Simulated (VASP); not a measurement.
# BN in VASP: a series of runs

The runs below take BN through G0W0 quasiparticle levels, with PBE.

Program: VASP 6.6.1. These are calculated values, not measurements. Logs are shortened: lines on timing, memory, paths and dates and some standing lists are left out, and cuts for length are marked.

## (1) The cell of the first run

It takes space group I4/mmm (No. 139, tetragonal). The conventional cell has a = 2.469 Å, b = 2.469 Å, c = 3.457 Å, α = 90.00°, β = 90.00°, γ = 90.00°. B (site symmetry 4/mmm) has 6 N at 1.73 to 1.75 Å within 2.3 Å. Within 2.3 Å of N (site symmetry 4/mmm) lie 6 B at 1.73 to 1.75 Å.

## (2) G0W0 quasiparticle levels, PBE

POSCAR reads:

```
BN
1.0
    0.0000000000      1.7458259350      1.7283676756
    1.7458259350      0.0000000000      1.7283676756
    1.7458259350      1.7458259350      0.0000000000
B N
1 1
Direct
    0.0000000000      0.0000000000      0.0000000000
    0.5000000000      0.5000000000      0.5000000000
```

INCAR.step1 reads:

```
SYSTEM = BN
PREC     = Accurate       ! precision mode
ENCUT    = 500            ! plane-wave cutoff, eV
EDIFF    = 1E-8           ! SCF threshold, eV
ISMEAR   = 0              ! smearing method
SIGMA    = 0.01           ! smearing width, eV
LREAL    = .FALSE.        ! projectors in reciprocal space
LASPH    = .TRUE.         ! aspherical terms in the spheres
NELM     = 100            ! most SCF steps
ALGO     = Normal         ! electronic algorithm
LWAVE    = .TRUE.         ! write WAVECAR
LCHARG   = .FALSE.        ! write CHGCAR
GGA      = PE             ! functional
```

INCAR.step2 reads:

```
SYSTEM = BN
PREC     = Accurate       ! precision mode
ENCUT    = 500            ! plane-wave cutoff, eV
EDIFF    = 1E-8           ! SCF threshold, eV
ISMEAR   = 0              ! smearing method
SIGMA    = 0.01           ! smearing width, eV
LREAL    = .FALSE.        ! projectors in reciprocal space
LASPH    = .TRUE.         ! aspherical terms in the spheres
NELM     = 1              ! most SCF steps
ALGO     = Exact          ! electronic algorithm
LWAVE    = .TRUE.         ! write WAVECAR
LCHARG   = .FALSE.        ! write CHGCAR
GGA      = PE             ! functional
NBANDS   = 47             ! bands
LOPTICS  = .TRUE.         ! frequency-dependent dielectric function
ISTART   = 1
```

INCAR.step3 reads:

```
SYSTEM = BN
PREC     = Accurate       ! precision mode
ENCUT    = 500            ! plane-wave cutoff, eV
EDIFF    = 1E-8           ! SCF threshold, eV
ISMEAR   = 0              ! smearing method
SIGMA    = 0.01           ! smearing width, eV
LREAL    = .FALSE.        ! projectors in reciprocal space
LASPH    = .TRUE.         ! aspherical terms in the spheres
ALGO     = EVGW0          ! electronic algorithm
LWAVE    = .FALSE.        ! write WAVECAR
LCHARG   = .FALSE.        ! write CHGCAR
GGA      = PE             ! functional
NELMGW   = 1            
NBANDS   = 47             ! bands
ENCUTGW  = 150.0          ! cutoff of the response function
NOMEGA   = 96             ! frequency points
PRECFOCK = Fast         
ISTART   = 1            
NBANDSGW = 12           
OMEGAMAX = 30
```

KPOINTS reads:

```
Automatic mesh
0
G
  8 8 8
  0 0 0
```

Potentials or basis: VASP PAW PBE potentials, release 64 (B_GW, N_GW).

Launch:

```console
cat potpaw_PBE.64/B_GW/POTCAR potpaw_PBE.64/N_GW/POTCAR > POTCAR
cp INCAR.step1 INCAR
mpirun -np 1 vasp_std > vasp.out
cp INCAR.step2 INCAR
mpirun -np 1 vasp_std > vasp.out
cp INCAR.step3 INCAR
mpirun -np 1 vasp_std > vasp.out
```

OUTCAR:

```text
SYSTEM = BN
   PREC = Accurate
   ENCUT = 500
   EDIFF = 1E-8
   ISMEAR = 0
   LREAL = .FALSE.
   LASPH = .TRUE.
   GGA = PE
   NELMGW = 1
   ENCUTGW = 150.0
   PRECFOCK = Fast
   ISTART = 1

 ion  position               nearest neighbor table
   1  0.000  0.000  0.000-   2 1.73   2 1.73   2 1.75   2 1.75   2 1.75   2 1.75
   2  0.500  0.500  0.500-   1 1.73   1 1.73   1 1.75   1 1.75   1 1.75   1 1.75

  LATTYP: Found a body centered tetragonal cell.
 ALAT       =     2.4689707148
 C/A-ratio  =     1.4000714267

  Lattice vectors:

 A1 = (   0.0000000000,  -1.7458259350,  -1.7283676756)
 A2 = (   0.0000000000,   1.7458259350,  -1.7283676756)
 A3 = (   1.7458259350,   0.0000000000,   1.7283676756)

Analysis of symmetry for initial positions (statically):
=====================================================================
 Subroutine PRICEL returns:
 Original cell was already a primitive cell.

 Routine SETGRP: Setting up the symmetry group for a
 body centered tetragonal supercell.

 Subroutine GETGRP returns: Found 16 space group operations
 (whereof 16 operations were pure point group operations)
 out of a pool of 16 trial point group operations.

The static configuration has the point symmetry D_4h.

Analysis of symmetry for dynamics (positions and initial velocities):
=====================================================================
 Subroutine PRICEL returns:
 Original cell was already a primitive cell.

 Routine SETGRP: Setting up the symmetry group for a
 body centered tetragonal supercell.

 Subroutine GETGRP returns: Found 16 space group operations
 (whereof 16 operations were pure point group operations)
 out of a pool of 16 trial point group operations.

The dynamic configuration has the point symmetry D_4h.

 Subroutine INISYM returns: Found 16 space group operations
 (whereof 16 operations are pure point group operations),
 and found     1 'primitive' translations
[... 90 lines left out ...]
   LNONCOLLINEAR =      F non collinear calculations
   LSORBIT =      F    spin-orbit coupling
   LASPH  =      T    aspherical Exc in radial PAW
   ENCUT  =  500.0 eV  36.75 Ry    6.06 a.u.   4.48  4.48  4.50*2*pi/ulx,y,z
   NELM   =     60;   NELMIN=  2; NELMDL=  0     # of ELM steps
   EDIFF  = 0.1E-07   stopping-criterion for ELM
   LREAL  =      F    real-space projection
   EDIFFG = 0.1E-06   stopping-criterion for IOM
   NSW    =      0    number of steps for IOM
   IBRION =     -1    ionic relax: 0-MD 1-quasi-New 2-CG
   NFREE  =      0    steps in history (QN), initial steepest desc. (CG)
   ISIF   =      0    stress and relaxation
   ISYM   =      3    0-nonsym 1-usesym 2-fastsym
   POTIM  = 0.5000    time-step for ionic-motion
   TEBEG  =    0.0;   TEEND  =   0.0 temperature during run
   PSTRESS=    0.0 pullay stress
   NELECT =       8.0000    total number of electrons
   NUPDOWN=      -1.0000    fix difference up-down
   EMIN   =  10.00;   EMAX   =-10.00  energy-range for DOS
   EFERMI =   0.00;   METHOD = LEGACY
   ISMEAR =     0;   SIGMA  =   0.01  broadening in eV -4-tet -1-fermi 0-gaus
   EFERMI_NEDOS =   21; number of points for ismear=-14 and -15
   IALGO  =     38    algorithm
   IMIX   =      4    mixing-type and parameters
     AMIX     =   0.40;   BMIX     =  1.00
     AMIX_MAG =   1.60;   BMIX_MAG =  1.00
  volume/ion in A,a.u.               =       5.27        35.55
  Fermi-wavevector in a.u.,A,eV,Ry     =   1.493535  2.822372 30.349804  2.230648
  Thomas-Fermi vector in A             =   2.605923
   LORBIT       =      0    0 simple, 1 ext, 2 COOP (PROOUT), +10 PAW based schemes
   GGA     = PE    functional components
   LHFCALC =     T    Hartree Fock is set to
   PRECFOCK=fast      Normal, Fast or Accurate (Low or Medium for compatibility)
   ENCUT4O =  -1.0   cutoff for four orbital integrals eV
   NKREDX  =     1    reduce k-point grid by
   NKREDY  =     1    reduce k-point grid by
   NKREDZ  =     1    reduce k-point grid by
   AEXX    =    1.0000 exact exchange contribution
   HFSCREEN=    0.0000 screening length (either q_TF or 0.3 A-1)
   HFSCREENC=   0.0000 screening length for correlation (either q_TF or 0.3 A-1)
   ENCUTFOCK=  -1.0 apply spherical cutoff to Coloumb kernel
   IVDW    =     0    specifies the selected vdW correction
   LEPSILON=     F    determine dielectric tensor
   LRPA    =     F    only Hartree local field effects (RPA)
   LRPAFORCE           =     F    calculate RPA forces
   ENCUTGW             = 150.0    cutoff for response function in eV
   ENCUTGWSOFT         = 120.0    soft cutoff for Coulomb kernel in GW response function in eV
   ENCUTLF             =  -1.0    cutoff for local field effects
   NELMGW              =     1    number of iterations in solving QP/BSE equation
   NELMHF              =     1    number of iterations in the inner HF iteration
   NKREDLFX            =     1    NKREDLFY  =   1   NKREDLFZ  =   1
 non-spin polarized calculation
 Gauss-broadening in eV      SIGMA  =   0.01
  energy-cutoff  :      500.00
  volume of cell :       10.54
 maximum number of plane-waves:       279
 NGX is ok and might be reduce to    18
  NGX = 12; NGY = 12; NGZ = 12
   NGX =  9   NGY =  9   NGZ =  9
 maximum number of plane-waves:        59

 QP shifts <psi_nk| G(iteration)W_0 |psi_nk>: iteration 1
 for sc-GW calculations column KS-energies equals QP-energies in previous step
 and V_xc(KS)=  KS-energies - (<T + V_ion + V_H > + <T+V_H+V_ion>^1  + <V_x>^1)

 k-point   1 :       0.0000    0.0000    0.0000
  band No.  KS-energies  QP-energies   sigma(KS)   V_xc(KS)     V^pw_x(r,r')   Z            occupation Imag(sigma)

      1     -12.0314     -13.3682     -17.1513     -15.3943     -26.5201       0.7609       2.0000       1.9215
      2       9.5733       9.2892     -18.0247     -17.6674     -21.0428       0.7950       2.0000       0.0583
      3       9.8082       9.5424     -18.0356     -17.7016     -20.9842       0.7957       2.0000       0.0569
      4       9.8082       9.5424     -18.0356     -17.7016     -20.9842       0.7957       2.0000       0.0569
      5      20.0466      20.8462     -15.9775     -17.0105      -9.6059       0.7741       0.0000      -0.1682
      6      22.6200      23.5993     -13.4825     -14.7736      -5.6423       0.7586       0.0000      -0.3224
      7      22.6200      23.5993     -13.4825     -14.7736      -5.6423       0.7586       0.0000      -0.3224
      8      23.1728      24.1840     -13.5918     -14.9275      -5.6724       0.7571       0.0000      -0.3441
      9      29.2186      29.8347     -12.2398     -12.9823      -6.0267       0.8298       0.0000      -0.2986
     10      29.2186      29.8347     -12.2398     -12.9823      -6.0267       0.8298       0.0000      -0.2986
     11      29.3783      29.9893     -12.1934     -12.9297      -5.9618       0.8298       0.0000      -0.3115
     12      34.9058      35.2621     -10.5348     -10.9764      -3.0366       0.8069       0.0000      -0.4846
[... 356 lines left out ...]
      1      -8.6388      -9.7699     -17.3038     -15.8212     -25.9414       0.7630       2.0000       1.4683
      2       1.7135       0.9524     -16.7935     -15.7977     -21.9588       0.7644       2.0000       0.2896
      3       8.0858       7.7074     -17.4713     -16.9943     -20.5194       0.7932       2.0000       0.0648
      4       8.8642       8.5506     -18.0550     -17.6616     -20.9111       0.7970       2.0000       0.0580
      5      15.4149      16.1009     -12.7024     -13.5538      -7.3730       0.8058       0.0000      -0.0773
      6      19.6755      20.6391     -13.8245     -15.0522      -7.5503       0.7849       0.0000      -0.1443
      7      20.1397      21.1075     -14.5143     -15.7451      -8.3349       0.7863       0.0000      -0.1329
      8      24.5441      25.5605     -15.6696     -17.0188      -7.6115       0.7533       0.0000      -0.4507
      9      28.1249      28.7091     -12.0137     -12.7361      -5.0165       0.8088       0.0000      -0.3987
     10      37.2728      37.9665     -12.4840     -13.3349      -4.7418       0.8153       0.0000      -0.9246
     11      39.6069      40.4264     -12.5916     -13.5859      -4.7339       0.8242       0.0000      -1.1323
     12      42.4339      43.2453     -12.0606     -13.0355      -3.2334       0.8323       0.0000      -1.7575

 [... further k-points ...]
```

OUTCAR.step1:

```text
SYSTEM = BN
   PREC = Accurate
   ENCUT = 500
   EDIFF = 1E-8
   ISMEAR = 0
   LREAL = .FALSE.
   LASPH = .TRUE.
[... 486 lines left out ...]
      0.00000      0.00000      0.00000         0.000000     -0.000000      0.000000
      1.74583      1.74583      1.72837        -0.000000      0.000000      0.000000
 -----------------------------------------------------------------------------------
    total drift:                               -0.000000     -0.000000     -0.000000

  FREE ENERGIE OF THE ION-ELECTRON SYSTEM (eV)
  ---------------------------------------------------
  free  energy   TOTEN  =       -13.9431034092 eV

  energy  without entropy=      -13.9431034092  energy(sigma->0) =      -13.94310341
```

OUTCAR.step2:

```text
SYSTEM = BN
   PREC = Accurate
   ENCUT = 500
   EDIFF = 1E-8
[... 1015 lines left out ...]
  --------------------------------------------------------------------------------------------------------------
     0.00000     9.27269     9.27269     8.98110     0.00000     0.00000     0.00000
     1.89801     9.78416     9.78416     9.45018     0.00000     0.00000     0.00000
     3.79602    11.95686    11.95686    11.41139     0.00000     0.00000     0.00000
     5.69403    22.76654    22.76654    21.81903     0.00000     0.00000     0.00000
     7.59205   -18.27538   -18.27538   -11.79971    -0.00000    -0.00000    -0.00000
     9.49006    -0.91102    -0.91102    -1.18290     0.00000    -0.00000    -0.00000
[... 92 lines left out ...]
   186.00513     0.96908     0.96908     0.96910    -0.00000    -0.00000    -0.00000
   187.90315     0.96975     0.96975     0.96976    -0.00000    -0.00000    -0.00000
```

Run time: 3.3 min. Hardware: 1 thread of Intel Xeon 6975P-C (Granite Rapids), shared host; peak memory 0.51 GiB.

Results:

```
Quasiparticle gap                                   : 1.73 eV
Least direct quasiparticle gap                      : 6.74 eV
Band gap of the starting levels on the mesh         : 1.25 eV
Least direct gap of the starting levels on the mesh : 5.77 eV
```

Caveat: the k points lie up to 0.39 Å⁻¹ apart; the cutoff is under 1.25 times the usual one of these potentials, so pressure, stress and relaxed cells hold a basis-set (Pulay) error; bands, screening cutoff and mesh are small and nothing is extrapolated, so the quasiparticle values aren't converged; the structure was generated, so it needn't be the stable form of BN.

## (3) G0W0 quasiparticle levels, PBE

This run uses another cell than the first one, of 5.32 Å³/atom.

POSCAR reads:

```
BN
1.0
    0.0000000000      1.7458259350      1.7458259350
    1.7458259350      0.0000000000      1.7458259350
    1.7458259350      1.7458259350      0.0000000000
B N
1 1
Direct
    0.0000000000      0.0000000000      0.0000000000
    0.5000000000      0.5000000000      0.5000000000
```

INCAR.step1 reads:

```
ALGO = Normal
EDIFF = 1E-8
ENCUT = 500
GGA = PE
ISMEAR = 0
LASPH = T
LCHARG = F
LREAL = F
LWAVE = T
NELM = 100
PREC = Accurate
SIGMA = 0.01
```

INCAR.step2 reads:

```
ALGO = Exact
EDIFF = 1E-8
ENCUT = 500
GGA = PE
ISMEAR = 0
ISTART = 1
LASPH = T
LCHARG = F
LOPTICS = T
LREAL = F
LWAVE = T
NBANDS = 48
NELM = 1
PREC = Accurate
SIGMA = 0.01
```

INCAR.step3 reads:

```
ALGO = EVGW0
EDIFF = 1E-8
ENCUT = 500
ENCUTGW = 150.0
GGA = PE
ISMEAR = 0
ISTART = 1
LASPH = T
LCHARG = F
LREAL = F
LWAVE = F
NBANDS = 48
NBANDSGW = 12
NELMGW = 1
NOMEGA = 96
OMEGAMAX = 30
PREC = Accurate
PRECFOCK = Fast
SIGMA = 0.01
```

KPOINTS reads:

```
k-points
0
Gamma
  8 8 8
```

Potentials or basis: VASP PAW PBE potentials, release 64 (B_GW, N_GW).

Launch:

```console
cat potpaw_PBE.64/B_GW/POTCAR potpaw_PBE.64/N_GW/POTCAR > POTCAR
cp INCAR.step1 INCAR
mpirun -np 1 vasp_std > vasp.out
cp INCAR.step2 INCAR
mpirun -np 1 vasp_std > vasp.out
cp INCAR.step3 INCAR
mpirun -np 1 vasp_std > vasp.out
```

OUTCAR:

```text
EDIFF = 1E-8
   ENCUT = 500
   ENCUTGW = 150.0
   GGA = PE
   ISMEAR = 0
   ISTART = 1
   LASPH = T
   LREAL = F
   NELMGW = 1
   PREC = Accurate
   PRECFOCK = Fast

 ion  position               nearest neighbor table
   1  0.000  0.000  0.000-   2 1.75   2 1.75   2 1.75   2 1.75   2 1.75   2 1.75
   2  0.500  0.500  0.500-   1 1.75   1 1.75   1 1.75   1 1.75   1 1.75   1 1.75

[... 199 lines left out ...]
      2       9.5909       9.3170     -17.9998     -17.6553     -20.9561       0.7947       2.0000       0.0580
      3       9.5909       9.3170     -17.9998     -17.6553     -20.9561       0.7947       2.0000       0.0580
      4       9.5909       9.3170     -17.9998     -17.6553     -20.9561       0.7947       2.0000       0.0580
      5      19.6887      20.4730     -15.9540     -16.9679      -9.6215       0.7736       0.0000      -0.1657
      6      22.5543      23.5254     -13.5087     -14.7921      -5.6416       0.7567       0.0000      -0.3313
      7      22.5543      23.5254     -13.5087     -14.7921      -5.6416       0.7567       0.0000      -0.3313
      8      22.5543      23.5254     -13.5087     -14.7921      -5.6416       0.7567       0.0000      -0.3313
      9      29.0683      29.6675     -12.1904     -12.9125      -5.9671       0.8298       0.0000      -0.3067
     10      29.0683      29.6675     -12.1904     -12.9125      -5.9671       0.8298       0.0000      -0.3067
     11      29.0683      29.6675     -12.1904     -12.9125      -5.9671       0.8298       0.0000      -0.3067
     12      34.6749      35.0158     -10.5029     -10.9258      -3.0131       0.8062       0.0000      -0.4858
[... 356 lines left out ...]
      1      -5.7534      -6.7306     -17.9874     -16.7122     -26.0894       0.7663       2.0000       1.1350
      2      -1.1017      -1.9585     -15.9173     -14.7878     -21.6463       0.7586       2.0000       0.4491
      3       4.9525       4.3947     -17.0469     -16.3287     -20.9299       0.7766       2.0000       0.1237
      4       6.9414       6.4936     -16.8376     -16.2711     -19.8112       0.7905       2.0000       0.0717
      5      16.6042      17.3633     -14.5503     -15.5064      -9.3173       0.7940       0.0000      -0.0902
      6      17.1588      17.9732     -13.0463     -14.0699      -7.1564       0.7956       0.0000      -0.1018
      7      22.0146      23.1409     -15.1313     -16.5899      -8.3312       0.7721       0.0000      -0.2053
      8      25.1858      26.3014     -15.7612     -17.2584      -7.5069       0.7451       0.0000      -0.4806
      9      31.4782      32.0686     -12.0731     -12.8074      -4.5179       0.8040       0.0000      -0.6509
     10      33.2559      33.8676     -12.0881     -12.8516      -4.1715       0.8012       0.0000      -0.8470
     11      43.1783      43.9374     -12.3148     -13.2381      -3.9787       0.8222       0.0000      -1.5565
     12      44.7568      45.7770     -12.1050     -13.3254      -4.0017       0.8359       0.0000      -1.5124

 [... further k-points ...]
```

OUTCAR.step1:

```text
EDIFF = 1E-8
   ENCUT = 500
   GGA = PE
   ISMEAR = 0
   LASPH = T
[... 485 lines left out ...]
 -----------------------------------------------------------------------------------
      0.00000      0.00000      0.00000         0.000000      0.000000      0.000000
      1.74583      1.74583      1.74583        -0.000000     -0.000000      0.000000
 -----------------------------------------------------------------------------------
    total drift:                               -0.000000     -0.000000     -0.000000

  FREE ENERGIE OF THE ION-ELECTRON SYSTEM (eV)
  ---------------------------------------------------
  free  energy   TOTEN  =       -13.9476606252 eV

  energy  without entropy=      -13.9476606252  energy(sigma->0) =      -13.94766063
```

OUTCAR.step2:

```text
EDIFF = 1E-8
   ENCUT = 500
   GGA = PE
   ISMEAR = 0
[... 1013 lines left out ...]
  --------------------------------------------------------------------------------------------------------------
     0.00000     9.26955     9.26955     9.26955     0.00000     0.00000    -0.00000
     1.89523     9.78275     9.78275     9.78275     0.00000     0.00000    -0.00000
     3.79045    11.96313    11.96313    11.96313     0.00000     0.00000    -0.00000
     5.68568    24.28720    24.28720    24.28720     0.00000     0.00000    -0.00000
     7.58090   -25.35218   -25.35218   -25.35218    -0.00000    -0.00000     0.00000
     9.47613    -0.22111    -0.22111    -0.22111    -0.00000    -0.00000     0.00000
[... 92 lines left out ...]
   185.73210     0.96923     0.96923     0.96923    -0.00000    -0.00000     0.00000
   187.62732     0.96990     0.96990     0.96990    -0.00000    -0.00000     0.00000
```

It took 99 s on 1 thread of Intel Xeon 6975P-C (Granite Rapids), shared host; peak memory 0.39 GiB.

What came out:

| Property | Result |
| --- | --- |
| Quasiparticle gap | 1.81 eV |
| Least direct quasiparticle gap | 6.81 eV |
| Band gap of the starting levels on the mesh | 1.33 eV |
| Least direct gap of the starting levels on the mesh | 5.84 eV |

Caveat: the k points lie up to 0.39 Å⁻¹ apart; the cutoff is under 1.25 times the usual one of these potentials, so pressure, stress and relaxed cells hold a basis-set (Pulay) error; bands, screening cutoff and mesh are small and nothing is extrapolated, so the quasiparticle values aren't converged; the structure was generated, so it needn't be the stable form of BN.
